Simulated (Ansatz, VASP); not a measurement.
CuO in VASP and in Ansatz

```
Cu O
1.0
     3.28802    0.00000    0.00000
    -1.64401    2.84751    0.00000
     0.00000    0.00000    5.38502
Cu O
2 2
Direct
  0.67936 0.34198 0.00029
  0.32089 0.66061 0.49451
  0.65832 0.34545 0.62957
  0.34802 0.67373 0.13199
```

Change from the starting cell: atoms moved at random, drawn with an rms of 0.05 Å.

Alike in both runs: task single point; functional PBE; k mesh 9 × 9 × 5; occupations fermi-dirac, width 0.05 eV; no spin polarisation.

|  | VASP | Ansatz |
| --- | --- | --- |
| version | VASP 6.6.1 | Ansatz 0.2.0 |
| potentials or method | VASP PAW PBE potentials, release 64 (Cu, O) | Ansatz PAW |
| plane-wave cutoff (eV) | 520 | 420 |
| valence electrons in the cell | 34 | 50 |

VASP gave:

```
gap on the k mesh at the Fermi level (eV)                     : none
pressure (GPa)                                                : -8.6
traceless stress, the component that is largest in VASP (GPa) : 1.63
rms of the force components (eV/Å)                            : 0.102
```

What did Ansatz give for the same quantities?

gap on the k mesh at the Fermi level (eV): none; pressure (GPa): -9.1; traceless stress, the component that is largest in VASP (GPa): 1.54; rms of the force components (eV/Å): 0.096.

Atom by atom the forces differ by 0.010 eV/Å (rms over components). A gap of «none» marks a metal or a gap that the smearing closes. VASP's potentials hold 34 valence electrons a cell and Ansatz's 50, so a difference there can come from the potentials and not from the codes.
